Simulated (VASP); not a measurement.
# PbO (P6_3/mmc) in VASP: a series of runs

PbO is run at these levels: PBE; tasks: relaxation of shape and atoms at fixed volume.

All numbers are computed with VASP 6.6.1; they aren't measurements. Logs are shortened: lines on timing, memory, paths and dates and some standing lists are left out, and cuts for length are marked.

## 1. The cell of the first run

Symmetry: P6_3/mmc, No. 194, hexagonal system. The conventional cell has a = 3.565 Å, b = 3.565 Å, c = 6.279 Å, α = 90.00°, β = 90.00°, γ = 120.00°. Pb (site symmetry -6m2) has 6 O at 2.59 Å within 3.4 Å. O (site symmetry -3m) has 6 Pb at 2.59 Å and 2 O at 3.14 Å within 3.4 Å.

## 2. Relaxation of shape and atoms at fixed volume, PBE (17.28 Å³/atom)

INCAR

```
SYSTEM = PbO
PREC = Accurate ; ENCUT = 600
EDIFF = 1E-6 ; ISMEAR = 0
SIGMA = 0.05 ; LREAL = .FALSE.
LASPH = .TRUE. ; NELM = 80
ALGO = Normal ; ISIF = 4
LWAVE = .FALSE. ; LCHARG = .FALSE.
GGA = PE ; IBRION = 2
NSW = 60 ; EDIFFG = -0.01
```

KPOINTS

```
Automatic mesh
0
G
  10 10 6
  0 0 0
```

POSCAR

```
PbO
1.0
    3.5653708227      0.0000000000      0.0000000000
   -1.7826854114      3.0877017064      0.0000000000
    0.0000000000      0.0000000000      6.2793759029
Pb O
2 2
Direct
    0.3333333333      0.6666666667      0.2500000000
    0.6666666667      0.3333333333      0.7500000000
    0.0000000000      0.0000000000      0.0000000000
    0.0000000000      0.0000000000      0.5000000000
```

Potentials or basis: VASP PAW PBE potentials, release 64 (Pb_d, O).

Started as:

```console
$ cat potpaw_PBE.64/Pb_d/POTCAR potpaw_PBE.64/O/POTCAR > POTCAR
$ mpirun -np 1 vasp_std > vasp.out
```

OUTCAR:

```text
SYSTEM = PbO
   PREC = Accurate
   ENCUT = 600
   EDIFF = 1E-6
   ISMEAR = 0
   LREAL = .FALSE.
   LASPH = .TRUE.
   NELM = 80
   ISIF = 4
   GGA = PE
   IBRION = 2
   NSW = 60
   EDIFFG = -0.01

 ion  position               nearest neighbor table
   1  0.333  0.667  0.250-   3 2.59   4 2.59   3 2.59   4 2.59   3 2.59   4 2.59   2 3.75   2 3.75
                             2 3.75   2 3.75   2 3.75   2 3.75
   2  0.667  0.333  0.750-   3 2.59   4 2.59   3 2.59   4 2.59   3 2.59   4 2.59   1 3.75   1 3.75
                             1 3.75   1 3.75   1 3.75   1 3.75
   3  0.000  0.000  0.000-   1 2.59   2 2.59   2 2.59   1 2.59   2 2.59   1 2.59
   4  0.000  0.000  0.500-   1 2.59   2 2.59   2 2.59   1 2.59   2 2.59   1 2.59

  LATTYP: Found a hexagonal cell.
 ALAT       =     3.5653708227
 C/A-ratio  =     1.7612125681

  Lattice vectors:

 A1 = (   3.5653708227,   0.0000000000,   0.0000000000)
 A2 = (  -1.7826854114,   3.0877017064,   0.0000000000)
 A3 = (   0.0000000000,   0.0000000000,   6.2793759029)

Analysis of symmetry for initial positions (statically):
=====================================================================
 Subroutine PRICEL returns:
 Original cell was already a primitive cell.

 Routine SETGRP: Setting up the symmetry group for a
 hexagonal supercell.

 Subroutine GETGRP returns: Found 24 space group operations
 (whereof 12 operations were pure point group operations)
 out of a pool of 24 trial point group operations.

The static configuration has the point symmetry D_3d.
 The point group associated with its full space group is D_6h.

Analysis of symmetry for dynamics (positions and initial velocities):
=====================================================================
 Subroutine PRICEL returns:
 Original cell was already a primitive cell.

 Routine SETGRP: Setting up the symmetry group for a
 hexagonal supercell.

 Subroutine GETGRP returns: Found 24 space group operations
 (whereof 12 operations were pure point group operations)
 out of a pool of 24 trial point group operations.

The dynamic configuration has the point symmetry D_3d.
 The point group associated with its full space group is D_6h.

 Subroutine INISYM returns: Found 24 space group operations
 (whereof 12 operations are pure point group operations),
 and found     1 'primitive' translations

----------------------------------------------------------------------------------------
[... 105 lines left out ...]
   POTIM  = 0.5000    time-step for ionic-motion
   TEBEG  =    0.0;   TEEND  =   0.0 temperature during run
   PSTRESS=    0.0 pullay stress
   NELECT =      40.0000    total number of electrons
   NUPDOWN=      -1.0000    fix difference up-down
   EMIN   =  10.00;   EMAX   =-10.00  energy-range for DOS
   EFERMI =   0.00;   METHOD = LEGACY
   ISMEAR =     0;   SIGMA  =   0.05  broadening in eV -4-tet -1-fermi 0-gaus
   EFERMI_NEDOS =   21; number of points for ismear=-14 and -15
   IALGO  =     38    algorithm
   IMIX   =      4    mixing-type and parameters
     AMIX     =   0.40;   BMIX     =  1.00
     AMIX_MAG =   1.60;   BMIX_MAG =  1.00
  volume/ion in A,a.u.               =      17.28       116.63
  Fermi-wavevector in a.u.,A,eV,Ry     =   1.364194  2.577952 25.320769  1.861024
  Thomas-Fermi vector in A             =   2.490531
   LORBIT       =      0    0 simple, 1 ext, 2 COOP (PROOUT), +10 PAW based schemes
   GGA     = PE    functional components
   LHFCALC =     F    Hartree Fock is set to
   AEXX    =    0.0000 exact exchange contribution
   IVDW    =     0    specifies the selected vdW correction
   LEPSILON=     F    determine dielectric tensor
   LRPA    =     F    only Hartree local field effects (RPA)
 conjugate gradient relaxation of ions
 non-spin polarized calculation
 Gauss-broadening in eV      SIGMA  =   0.05
  energy-cutoff  :      600.00
  volume of cell :       69.13
 maximum number of plane-waves:      2327
   NGX = 15   NGY = 15   NGZ = 25

--------------------------------------- Ionic step        1  -------------------------------------------

 number of electron      40.0000012 magnetization

 Free energy of the ion-electron system (eV)
  ---------------------------------------------------
  ext. energy  EPLUGINS =         0.00000000
  ---------------------------------------------------
  free energy    TOTEN  =       -20.54973451 eV

  energy without entropy =      -20.54932244  energy(sigma->0) =      -20.54952847

------------------------ aborting loop because EDIFF is reached ----------------------------------------

  FORCE on cell =-STRESS in cart. coord.  units (eV):
  Direction    XX          YY          ZZ          XY          YZ          ZX
  --------------------------------------------------------------------------------------
  -------------------------------------------------------------------------------------
  Total        1.5234692      1.5234692      1.6980833     -0.0000000      0.0000000      0.0000000
  in kB       35.3091892     35.3091892     39.3561902     -0.0000000      0.0000000      0.0000000
  external PRESSURE =      36.6581895 kB  Pullay stress =       0.0000000 kB
[... 63 lines left out ...]
--------------------------------------- Ionic step        3  -------------------------------------------

 number of electron      40.0000014 magnetization

 Free energy of the ion-electron system (eV)
  ---------------------------------------------------
  ext. energy  EPLUGINS =         0.00000000
  ---------------------------------------------------
  free energy    TOTEN  =       -20.54996849 eV

  energy without entropy =      -20.54949152  energy(sigma->0) =      -20.54973001

 E-fermi :   7.0251     XC(G=0): -10.8109

 val. band max:        6.9993701895   @ k =   0.5000   0.0000   0.1667
 cond. band min:       7.0476589798   @ k =   0.5000   0.0000   0.1667
 fundamental gap:      0.0482887903
 Fermi energy:         7.0251462242

 k-point     1 :       0.0000    0.0000    0.0000
  band No.  band energies     occupation
      1     -10.9519      2.00000
      2     -10.2167      2.00000
      3      -9.5938      2.00000
      4      -9.5938      2.00000
      5      -9.5688      2.00000
      6      -9.5684      2.00000
[... 637 lines left out ...]
     23      11.3363      0.00000
     24      12.5551      0.00000

 [... further k-points ...]

------------------------ aborting loop because EDIFF is reached ----------------------------------------

  FORCE on cell =-STRESS in cart. coord.  units (eV):
  Direction    XX          YY          ZZ          XY          YZ          ZX
  --------------------------------------------------------------------------------------
  -------------------------------------------------------------------------------------
  Total        1.5581231      1.5581231      1.5568874     -0.0000000      0.0000000     -0.0000000
  in kB       36.1123571     36.1123571     36.0837160     -0.0000000      0.0000000     -0.0000000
  external PRESSURE =      36.1028101 kB  Pullay stress =       0.0000000 kB
[... 19 lines left out ...]
  FREE ENERGIE OF THE ION-ELECTRON SYSTEM (eV)
  ---------------------------------------------------
  free  energy   TOTEN  =       -20.5499684883 eV

  energy  without entropy=      -20.5494915248  energy(sigma->0) =      -20.54973001

 reached required accuracy - stopping structural energy minimisation
```

Wall time 3.9 min (1 thread of Intel Xeon 8259CL, shared host); peak memory 0.26 GiB.

Results:

```yaml
Free_energy: -20.5500 eV
Energy_gained_by_relaxing: 0.1 meV/atom
Ionic_steps: 3
Pressure_after_relaxing: 3.6 GPa
Band_gap_on_the_k_mesh: 0.05 eV
```

Step by step:
```csv
step,energy change (eV),largest force (eV/Å),pressure (GPa),volume (Å³)
1,0.0000,0.0000,3.67,69.13
2,-0.0002,0.0000,3.64,69.13
3,-0.0002,0.0000,3.61,69.13
```

Final structure:
```
Pb O
1.0
     3.56051    0.00000    0.00000
    -1.78025    3.08349    0.00000
     0.00000    0.00000    6.29654
Pb O
2 2
Direct
  0.33333 0.66667 0.25000
  0.66667 0.33333 0.75000
  0.00000 0.00000 0.00000
  0.00000 0.00000 0.50000
```

Levels at points of the mesh, in eV from the valence-band top:
| k point | band 16 | band 17 | band 18 | band 19 | band 20 | band 21 | band 22 | band 23 | band 24 |
| --- | --- | --- | --- | --- | --- | --- | --- | --- | --- |
| (0.00, 0.00, 0.00) | -2.37 | -2.37 | -2.03 | -2.03 | -0.01 | 0.35 | 5.76 | 5.76 | 8.23 |
| (0.50, 0.00, 0.00) | -4.45 | -3.35 | -2.11 | -1.74 | -0.46 | 0.32 | 3.39 | 3.90 | 4.97 |
| (0.00, 0.00, 0.50) | -2.22 | -2.22 | -2.22 | -1.92 | -1.92 | 3.96 | 3.96 | 6.93 | 6.93 |
| (0.50, 0.00, 0.50) | -4.03 | -2.78 | -2.78 | -1.71 | -1.71 | 1.71 | 1.71 | 5.70 | 5.70 |

Caveat: spin-orbit coupling is left out, which moves the levels of the heavy elements. A k mesh can miss the band edges.

## 3. Relaxation of shape and atoms at fixed volume, PBE (17.64 Å³/atom)

This run uses another cell than the first one, of 17.64 Å³/atom.

INCAR

```
SYSTEM = PbO
PREC = Accurate
ENCUT = 600
EDIFF = 1E-6
ISMEAR = 0
SIGMA = 0.05
LREAL = .False.
LASPH = .True.
NELM = 100
ALGO = Normal
ISIF = 4
LWAVE = .False.
LCHARG = .False.
GGA = PE
IBRION = 2
NSW = 60
EDIFFG = -0.01
```

KPOINTS

```
Automatic mesh
0
Gamma
  10 10 6
  0 0 0
```

POSCAR

```
PbO
1.0
    3.5938724956      0.0000000000      0.0000000000
   -1.7969362478      3.1123848791      0.0000000000
    0.0000000000      0.0000000000      6.3089256143
Pb O
2 2
Direct
    0.3333333333      0.6666666667      0.2500000000
    0.6666666667      0.3333333333      0.7500000000
    0.0000000000      0.0000000000      0.0000000000
    0.0000000000      0.0000000000      0.5000000000
```

Potentials or basis: VASP PAW PBE potentials, release 64 (Pb_d, O).

Started as:

```console
$ cat potpaw_PBE.64/Pb_d/POTCAR potpaw_PBE.64/O/POTCAR > POTCAR
$ mpirun -np 1 vasp_std > vasp.out
```

Run time: 6.1 min. Hardware: 1 thread of Intel Xeon 8259CL, shared host; peak memory 0.27 GiB.

Results (log left out):

- Free energy: -20.5753 eV
- Energy gained by relaxing: 0.0 meV/atom
- Ionic steps: 3
- Pressure after relaxing: 1.7 GPa
- Band gap on the k mesh: 0.12 eV (least direct gap 0.13 eV)

The path:
```tsv
step	energy change (eV)	largest force (eV/Å)	pressure (GPa)	volume (Å³)
1	0.0000	0.0000	1.72	70.57
2	-0.0001	0.0000	1.70	70.57
3	-0.0002	0.0000	1.69	70.57
```

Final structure:
```
Pb O
1.0
     3.59001    0.00000    0.00000
    -1.79501    3.10904    0.00000
     0.00000    0.00000    6.32249
Pb O
2 2
Direct
  0.33333 0.66667 0.25000
  0.66667 0.33333 0.75000
  0.00000 0.00000 0.00000
  0.00000 0.00000 0.50000
```

Levels at points of the mesh, in eV from the valence-band top:
```tsv
k point	band 17	band 18	band 19	band 20	band 21	band 22	band 23	band 24
(0.00, 0.00, 0.00)	-2.27	-1.93	-1.93	0.00	0.36	5.66	5.66	8.11
(0.50, 0.00, 0.00)	-3.22	-2.01	-1.62	-0.38	0.31	3.41	3.88	4.93
(0.00, 0.00, 0.50)	-2.11	-2.11	-1.83	-1.83	3.91	3.91	6.81	6.81
(0.50, 0.00, 0.50)	-2.66	-2.66	-1.66	-1.66	1.75	1.75	5.64	5.64
```

Caveat: spin-orbit coupling is left out, which moves the levels of the heavy elements. A k mesh can miss the band edges.

## 4. Relaxation of shape and atoms at fixed volume, PBE (18.36 Å³/atom)

This run uses another cell than the first one, of 18.36 Å³/atom.

INCAR

```
  PREC = Accurate
  ENCUT = 600
  EDIFF = 1E-6
  ISMEAR = 0
  SIGMA = 0.05
  LREAL = F
  LASPH = T
  NELM = 100
  ALGO = Normal
  ISIF = 4
  LWAVE = F
  LCHARG = F
  GGA = PE
  IBRION = 2
  NSW = 60
  EDIFFG = -0.01
```

KPOINTS

```
regular mesh
0
Gamma
  10 10 6
```

POSCAR

```
PbO
1.0
    3.6421181518      0.0000000000      0.0000000000
   -1.8210590759      3.1541668431      0.0000000000
    0.0000000000      0.0000000000      6.3936192858
Pb O
2 2
Direct
    0.3333333333      0.6666666667      0.2500000000
    0.6666666667      0.3333333333      0.7500000000
    0.0000000000      0.0000000000      0.0000000000
    0.0000000000      0.0000000000      0.5000000000
```

Started as:

```console
$ cat potpaw_PBE.64/Pb_d/POTCAR potpaw_PBE.64/O/POTCAR > POTCAR
$ mpirun -np 1 vasp_std > vasp.out
```

Run time: 6 min. Hardware: 1 thread of Intel Xeon 8259CL, shared host; peak memory 0.28 GiB.

The run converged. Its results:

| Property | Result |
| --- | --- |
| Free energy | -20.5777 eV |
| Energy gained by relaxing | 0.0 meV/atom |
| Ionic steps | 3 |
| Pressure after relaxing | -1.7 GPa |
| Band gap on the k mesh | 0.24 eV (least direct gap 0.26 eV) |

The path:
| step | energy change (eV) | largest force (eV/Å) | pressure (GPa) | volume (Å³) |
| --- | --- | --- | --- | --- |
| 1 | 0.0000 | 0.0000 | -1.69 | 73.45 |
| 2 | -0.0001 | 0.0000 | -1.67 | 73.45 |
| 3 | -0.0001 | 0.0000 | -1.66 | 73.45 |

Final structure:
```
Pb O
1.0
     3.64582    0.00000    0.00000
    -1.82291    3.15737    0.00000
     0.00000    0.00000    6.38066
Pb O
2 2
Direct
  0.33333 0.66667 0.25000
  0.66667 0.33333 0.75000
  0.00000 0.00000 0.00000
  0.00000 0.00000 0.50000
```

Levels at points of the mesh, in eV from the valence-band top:
```tsv
k point	band 17	band 18	band 19	band 20	band 21	band 22	band 23	band 24
(0.00, 0.00, 0.00)	-2.06	-1.74	-1.74	0.00	0.39	5.49	5.49	7.86
(0.50, 0.00, 0.00)	-2.99	-1.82	-1.42	-0.25	0.27	3.41	3.83	4.85
(0.00, 0.00, 0.50)	-1.92	-1.92	-1.68	-1.68	3.81	3.81	6.58	6.58
(0.50, 0.00, 0.50)	-2.45	-2.45	-1.57	-1.57	1.81	1.81	5.52	5.52
```

Caveat: spin-orbit coupling is left out, which moves the levels of the heavy elements. A k mesh can miss the band edges.

## 5. Overview

```csv
cell,gap on the mesh (eV),pressure (GPa)
"relaxed from a = 3.565, b = 3.565, c = 6.279 Å, angles 90.0, 90.0, 120.0°, 4 atoms",0.05,3.6
"relaxed from a = 3.594, b = 3.594, c = 6.309 Å, angles 90.0, 90.0, 120.0°, 4 atoms",0.12,1.7
"relaxed from a = 3.642, b = 3.642, c = 6.394 Å, angles 90.0, 90.0, 120.0°, 4 atoms",0.24,-1.7
```

Alike in all rows: task relaxation of shape and atoms at fixed volume; level PBE; potentials or basis VASP PAW PBE potentials, release 64 (Pb_d, O); no spin polarisation; k mesh 10 × 10 × 6; cutoff (eV) 600; smearing gaussian 0.05 eV.

Caveats: spin-orbit coupling is left out, which moves the levels of the heavy elements.

Total energies depend on the potentials used, so only differences within one code and one set of settings carry meaning.
